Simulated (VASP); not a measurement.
# SrO (Fm-3m) in VASP: a series of runs, part 2 of 2

VASP 6.6.1.

## 5. Single point, PBEsol (volume scaled by 1.02)

Contents of INCAR:

```
SYSTEM = SrO
  PREC = Accurate
  ENCUT = 520
  EDIFF = 1E-6
  ISMEAR = -1
  SIGMA = 0.05
  LREAL = .FALSE.
  LASPH = .TRUE.
  NELM = 60
  ALGO = Normal
  ISIF = 2
  LWAVE = .FALSE.
  LCHARG = .FALSE.
  GGA = PS
  NBANDS = 15
```

Contents of KPOINTS:

```
Automatic mesh
0
G
  9 9 9
  0 0 0
```

Contents of POSCAR:

```
SrO
1.0
    0.0000000000      2.5832958595      2.5832958595
    2.5832958595      0.0000000000      2.5832958595
    2.5832958595      2.5832958595      0.0000000000
Sr O
1 1
Direct
    0.5000000000      0.5000000000      0.5000000000
    0.0000000000      0.0000000000      0.0000000000
```

Potentials or basis: VASP PAW PBE potentials, release 64 (Sr_sv, O).

The run is started by

```sh
cat potpaw_PBE.64/Sr_sv/POTCAR potpaw_PBE.64/O/POTCAR > POTCAR
mpirun -np 1 vasp_std > vasp.out
```

OUTCAR:

```text
SYSTEM = SrO
   PREC = Accurate
   ENCUT = 520
   EDIFF = 1E-6
   ISMEAR = -1
   LREAL = .FALSE.
   LASPH = .TRUE.
   NELM = 60
   ISIF = 2
   GGA = PS

 ion  position               nearest neighbor table
   1  0.500  0.500  0.500-   2 2.58   2 2.58   2 2.58   2 2.58   2 2.58   2 2.58
   2  0.000  0.000  0.000-   1 2.58   1 2.58   1 2.58   1 2.58   1 2.58   1 2.58

  LATTYP: Found a face centered cubic cell.
 ALAT       =     5.1665917190

  Lattice vectors:

 A1 = (   0.0000000000,   2.5832958595,   2.5832958595)
 A2 = (   2.5832958595,   0.0000000000,   2.5832958595)
 A3 = (   2.5832958595,   2.5832958595,   0.0000000000)

Analysis of symmetry for initial positions (statically):
=====================================================================
 Subroutine PRICEL returns:
 Original cell was already a primitive cell.

 Routine SETGRP: Setting up the symmetry group for a
 face centered cubic supercell.

 Subroutine GETGRP returns: Found 48 space group operations
[... 9 lines left out ...]

 Routine SETGRP: Setting up the symmetry group for a
 face centered cubic supercell.

 Subroutine GETGRP returns: Found 48 space group operations
[... 11 lines left out ...]
                                     Primitive cell

  volume of cell :      34.4788

  direct lattice vectors                    reciprocal lattice vectors
     0.000000000  2.583295860  2.583295860    -0.193551195  0.193551195  0.193551195
     2.583295860  0.000000000  2.583295860     0.193551195 -0.193551195  0.193551195
     2.583295860  2.583295860  0.000000000     0.193551195  0.193551195 -0.193551195

  length of vectors
     3.653332040  3.653332040  3.653332040     0.335240503  0.335240503  0.335240503

  position of ions in fractional coordinates (direct lattice)
     0.500000000  0.500000000  0.500000000
     0.000000000  0.000000000  0.000000000

  ion indices of the primitive-cell ions
   primitive index   ion index
                 1           1
                 2           2

----------------------------------------------------------------------------------------

 KPOINTS: Automatic mesh

Automatic generation of k-mesh.
 Grid dimensions read from file:
 generate k-points for:    9    9    9

 Generating k-lattice:

  Cartesian coordinates                     Fractional coordinates (reciprocal lattice)
    -0.021505688  0.021505688  0.021505688     0.111111111  0.000000000  0.000000000
     0.021505688 -0.021505688  0.021505688     0.000000000  0.111111111  0.000000000
     0.021505688  0.021505688 -0.021505688     0.000000000  0.000000000  0.111111111

  Length of vectors
     0.037248945  0.037248945  0.037248945

  Shift w.r.t. Gamma in fractional coordinates (k-lattice)
     0.000000000  0.000000000  0.000000000

 Subroutine IBZKPT returns following result:
 ===========================================

 Found     35 irreducible k-points:

 Following reciprocal coordinates:
            Coordinates               Weight
  0.000000  0.000000  0.000000      1.000000
  0.111111  0.000000  0.000000      8.000000
  0.222222  0.000000  0.000000      8.000000
  0.333333  0.000000  0.000000      8.000000
  0.444444  0.000000  0.000000      8.000000
  0.111111  0.111111  0.000000      6.000000
[... 16 lines left out ...]
 -0.333333  0.333333  0.000000     12.000000
  0.444444  0.444444  0.000000      6.000000
 [... further k-points ...]
   k-points           NKPTS =     35   k-points in BZ     NKDIM =     35   number of bands    NBANDS=     15
   number of dos      NEDOS =    301   number of ions     NIONS =      2
   total plane-waves  NPLWV =  21952
   dimension x,y,z NGX =    28 NGY =   28 NGZ =   28
   dimension x,y,z NGXF=    56 NGYF=   56 NGZF=   56
   ions per type =               1   1
   NGX,Y,Z   is equivalent  to a cutoff of  12.74, 12.74, 12.74 a.u.
   NGXF,Y,Z  is equivalent  to a cutoff of  25.48, 25.48, 25.48 a.u.
 SYSTEM =  SrO
   PREC   = accura    normal or accurate (medium, high low for compatibility)
   ISTART =      0    job   : 0-new  1-cont  2-samecut
   ICHARG =      2    charge: 1-file 2-atom 10-const
   ISPIN  =      1    spin polarized calculation?
   LNONCOLLINEAR =      F non collinear calculations
   LSORBIT =      F    spin-orbit coupling
   LASPH  =      T    aspherical Exc in radial PAW
   ENCUT  =  520.0 eV  38.22 Ry    6.18 a.u.   6.79  6.79  6.79*2*pi/ulx,y,z
   NELM   =     60;   NELMIN=  2; NELMDL= -5     # of ELM steps
   EDIFF  = 0.1E-05   stopping-criterion for ELM
   LREAL  =      F    real-space projection
   EDIFFG = 0.1E-04   stopping-criterion for IOM
   NSW    =      0    number of steps for IOM
   IBRION =     -1    ionic relax: 0-MD 1-quasi-New 2-CG
   NFREE  =      0    steps in history (QN), initial steepest desc. (CG)
   ISIF   =      2    stress and relaxation
   ISYM   =      2    0-nonsym 1-usesym 2-fastsym
   POTIM  = 0.5000    time-step for ionic-motion
   TEBEG  =    0.0;   TEEND  =   0.0 temperature during run
   PSTRESS=    0.0 pullay stress
   NELECT =      16.0000    total number of electrons
   NUPDOWN=      -1.0000    fix difference up-down
   EMIN   =  10.00;   EMAX   =-10.00  energy-range for DOS
   EFERMI =   0.00;   METHOD = LEGACY
   ISMEAR =    -1;   SIGMA  =   0.05  broadening in eV -4-tet -1-fermi 0-gaus
   EFERMI_NEDOS =   21; number of points for ismear=-14 and -15
   IALGO  =     38    algorithm
   IMIX   =      4    mixing-type and parameters
     AMIX     =   0.40;   BMIX     =  1.00
     AMIX_MAG =   1.60;   BMIX_MAG =  1.00
  volume/ion in A,a.u.               =      17.24       116.34
  Fermi-wavevector in a.u.,A,eV,Ry     =   1.267450  2.395132 21.856784  1.606428
  Thomas-Fermi vector in A             =   2.400597
   LORBIT       =      0    0 simple, 1 ext, 2 COOP (PROOUT), +10 PAW based schemes
   GGA     = PS    functional components
   LHFCALC =     F    Hartree Fock is set to
   AEXX    =    0.0000 exact exchange contribution
   IVDW    =     0    specifies the selected vdW correction
   LEPSILON=     F    determine dielectric tensor
   LRPA    =     F    only Hartree local field effects (RPA)
 non-spin polarized calculation
  energy-cutoff  :      520.00
  volume of cell :       34.48
 maximum number of plane-waves:       944
   NGX = 13   NGY = 13   NGZ = 13

 number of electron      15.9999998 magnetization

 Free energy of the ion-electron system (eV)
  ---------------------------------------------------
  ext. energy  EPLUGINS =         0.00000000
  ---------------------------------------------------
  free energy    TOTEN  =       -12.63665876 eV

  energy without entropy =      -12.63665876  energy(sigma->0) =      -12.63665876

 E-fermi :   2.5106     XC(G=0): -10.2088

 val. band max:        1.4215776052   @ k =   0.0000   0.0000   0.0000
 cond. band min:       4.6449190284   @ k =   0.4444   0.4444   0.0000
 fundamental gap:      3.2233414232
 Fermi energy:         2.5105580525

 k-point     1 :       0.0000    0.0000    0.0000
  band No.  band energies     occupation
      1     -30.8648      2.00000
      2     -13.5582      2.00000
      3     -12.5323      2.00000
      4     -12.5323      2.00000
      5     -12.5323      2.00000
      6       1.4216      2.00000
      7       1.4216      2.00000
      8       1.4216      2.00000
      9       5.1446      0.00000
     10       7.5537      0.00000
     11       7.5537      0.00000
     12       7.5537      0.00000
     13       9.7160      0.00000
     14       9.7160      0.00000
     15      13.8385      0.00000

 k-point     2 :       0.1111    0.0000    0.0000
  band No.  band energies     occupation
      1     -30.8495      2.00000
      2     -13.8636      2.00000
      3     -12.5420      2.00000
      4     -12.5420      2.00000
      5     -12.2646      2.00000
      6       1.0403      2.00000
      7       1.2646      2.00000
      8       1.2646      2.00000
      9       5.7164      0.00000
     10       7.4157      0.00000
     11       7.7955      0.00000
     12       7.7955      0.00000
     13      10.0373      0.00000
     14      10.0373      0.00000
     15      14.6467      0.00000
[... 365 lines left out ...]
      3     -13.2094      2.00000
      4     -12.7331      2.00000
      5     -11.8767      2.00000
      6       0.0849      2.00000
      7       0.6227      2.00000
      8       0.9148      2.00000
      9       6.9882      0.00000
     10       8.4814      0.00000
     11      10.2575      0.00000
     12      10.9044      0.00000
     13      12.6346      0.00000
     14      13.9062      0.00000
     15      16.2046      0.00000

 k-point    24 :       0.4444    0.4444    0.0000
  band No.  band energies     occupation
      1     -30.6980      2.00000
      2     -13.8359      2.00000
      3     -13.1117      2.00000
      4     -12.8820      2.00000
      5     -12.8820      2.00000
      6       0.8530      2.00000
      7       1.3173      2.00000
      8       1.3173      2.00000
      9       4.6449      0.00000
     10       8.9421      0.00000
     11      11.4511      0.00000
     12      11.5300      0.00000
     13      12.2825      0.00000
     14      12.2825      0.00000
     15      15.2297      0.00000

 [... further k-points ...]
[... 5 lines left out ...]
  --------------------------------------------------------------------------------------
  -------------------------------------------------------------------------------------
  Total       -0.3691115     -0.3691115     -0.3691115      0.0000000      0.0000000      0.0000000
  in kB      -17.1520390    -17.1520390    -17.1520390      0.0000000      0.0000000      0.0000000
  external PRESSURE =     -17.1520390 kB  Pullay stress =       0.0000000 kB

 VOLUME and BASIS-vectors are now :
 -----------------------------------------------------------------------------
  energy-cutoff  :      520.00
  volume of cell :       34.48
      direct lattice vectors                 reciprocal lattice vectors
     0.000000000  2.583295860  2.583295860    -0.193551195  0.193551195  0.193551195
     2.583295860  0.000000000  2.583295860     0.193551195 -0.193551195  0.193551195
     2.583295860  2.583295860  0.000000000     0.193551195  0.193551195 -0.193551195

 POSITION                                       TOTAL-FORCE (eV/Angst)
 -----------------------------------------------------------------------------------
      2.58330      2.58330      2.58330         0.000000      0.000000      0.000000
      0.00000      0.00000      0.00000         0.000000      0.000000     -0.000000
 -----------------------------------------------------------------------------------
    total drift:                                0.000000      0.000000      0.000000

  FREE ENERGIE OF THE ION-ELECTRON SYSTEM (eV)
  ---------------------------------------------------
  free  energy   TOTEN  =       -12.6366587643 eV

  energy  without entropy=      -12.6366587643  energy(sigma->0) =      -12.63665876
```

It took 39 s on 1 thread of Intel Xeon 6975P-C, shared host; peak memory 0.16 GiB.

What came out:

```
Free energy            : -12.6367 eV
Pressure               : -1.7 GPa
Band gap on the k mesh : 3.22 eV, indirect (least direct gap 3.33 eV)
```

Caveat: the PAW data sets were made with another functional, which shifts forces and pressure a little. A k mesh can miss the band edges.

## 6. Summary

| cell | gap on the mesh (eV) | pressure (GPa) |
| --- | --- | --- |
| a = 3.580 Å, angles 60.0°, 2 atoms | 3.18 | 4.3 |
| a = 3.605 Å, angles 60.0°, 2 atoms | 3.19 | 2.1 |
| a = 3.629 Å, angles 60.0°, 2 atoms | 3.21 | 0.1 |
| a = 3.653 Å, angles 60.0°, 2 atoms | 3.22 | -1.7 |

Alike in all rows: task single point; level PBEsol; potentials or basis VASP PAW PBE potentials, release 64 (Sr_sv, O); no spin polarisation; k mesh 9 × 9 × 9; cutoff (eV) 520; smearing fermi-dirac 0.05 eV.

Caveats: the PAW data sets were made with another functional, which shifts forces and pressure a little.

Absolute energies hang on the potentials; compare differences alone.
